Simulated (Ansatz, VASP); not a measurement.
# One calculation of GaN, two programs

```xyz
4
Lattice="3.0051 0.0000 0.0000 -1.5026 2.6025 0.0000 0.0000 0.0000 5.0955" Properties=species:S:1:pos:R:3 pbc="T T T"
Ga    0.0000    0.0000    0.0000
Ga    0.0000    0.0000    2.5477
N     0.0000    1.7350    1.2739
N     1.5026    0.8675    3.8216
```

Alike in both runs: task single point; functional PBE; k mesh 9 × 9 × 4; no spin polarisation.

|  | VASP | Ansatz |
| --- | --- | --- |
| version | VASP 6.6.1 | Ansatz 0.2.0 |
| potentials or method | VASP PAW PBE potentials, release 64 (Ga_d, N) | plane waves, PAW |
| plane-wave cutoff (eV) | 520 | 420 |
| occupations | gaussian, width 0.01 eV | fixed |
| valence electrons in the cell | 36 | 36 |

```csv
,VASP,Ansatz,Ansatz less VASP
gap on the k mesh at the Fermi level (eV),1.11,1.12,+0.011
pressure (GPa),0.9,0.0,-0.86
```
